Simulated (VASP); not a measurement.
The system is AlN (a cell with a defect).

```
CELL_PARAMETERS angstrom
8.75544 0.00000 0.00000
0.00000 8.75544 0.00000
0.00000 0.00000 8.75544
ATOMIC_POSITIONS crystal
Al 0.99648 0.99626 0.99662
Al 0.99967 0.99925 0.50095
Al 0.99970 0.50092 0.99975
Al 0.99902 0.50001 0.50027
Al 0.50065 0.99924 0.99975
Al 0.50009 0.99909 0.50029
Al 0.50011 0.50003 0.99926
Al 0.25408 0.25396 0.99428
Al 0.24974 0.24929 0.49974
Al 0.24931 0.74859 0.00050
Al 0.25150 0.74840 0.50173
Al 0.74891 0.24938 0.00014
Al 0.74833 0.25055 0.50123
Al 0.74955 0.74917 0.99835
Al 0.74856 0.74908 0.49989
Al 0.25399 0.99373 0.25413
Al 0.24916 0.00027 0.74929
Al 0.25045 0.49969 0.25054
Al 0.25155 0.50110 0.74815
Al 0.74915 0.00017 0.24943
Al 0.74956 0.99789 0.74963
Al 0.74798 0.50093 0.25140
Al 0.74820 0.50013 0.74860
Al 0.99434 0.25390 0.25420
Al 0.99992 0.24944 0.74889
Al 0.00017 0.74849 0.24960
Al 0.99824 0.74915 0.74964
Al 0.49944 0.24899 0.24949
Al 0.50125 0.25052 0.74872
Al 0.50157 0.74855 0.25143
Al 0.49944 0.74925 0.74910
N 0.12328 0.12340 0.62499
N 0.12388 0.62435 0.12412
N 0.12382 0.62529 0.62554
N 0.62498 0.12311 0.12325
N 0.62558 0.12330 0.62575
N 0.62542 0.62536 0.12386
N 0.63763 0.63945 0.63843
N 0.37341 0.37324 0.12450
N 0.36093 0.35998 0.63841
N 0.37400 0.87635 0.12306
N 0.37385 0.87629 0.62582
N 0.87662 0.37397 0.12296
N 0.87541 0.37412 0.62541
N 0.87607 0.87559 0.12507
N 0.87645 0.87606 0.62504
N 0.37322 0.12390 0.37337
N 0.37409 0.12255 0.87701
N 0.36207 0.63840 0.36200
N 0.37402 0.62533 0.87599
N 0.87688 0.12251 0.37429
N 0.87598 0.12478 0.87603
N 0.87550 0.62521 0.37431
N 0.87618 0.62455 0.87628
N 0.12447 0.37333 0.37366
N 0.12290 0.37393 0.87661
N 0.12298 0.87623 0.37416
N 0.12488 0.87563 0.87618
N 0.63813 0.35945 0.36027
N 0.62531 0.37402 0.87588
N 0.62559 0.87624 0.37407
N 0.62497 0.87620 0.87665
```

Base run:

```yaml
Program: VASP 6.6.1
Functional: PBEsol
Potentials_or_basis: VASP PAW PBE potentials, release 64 (Al, N)
Cutoff: 520 eV
k_mesh: 1 × 1 × 1, shifted
Occupations: fermi-dirac, width 0.05 eV
Spin: no spin polarisation
```

Its results: band gap on the k mesh zero (filled and empty bands touch); pressure 0.9 GPa; largest force 0.207 eV/Å.

Q: The run is repeated on the same cell with these changes: functional from PBEsol to r2SCAN; further incar settings from LREAL = Auto; ALGO = Normal; EDIFF = 1e-06; NBANDS = 161; ISYM = 0 to LREAL = Auto; ALGO = Normal; EDIFF = 1e-07; NBANDS = 161; ISYM = 0. What comes out?

A: Band gap on the k mesh zero (filled and empty bands touch); pressure -0.4 GPa; largest force 0.191 eV/Å.

Caveats: the PAW data sets were made with another functional, which shifts forces and pressure a little.
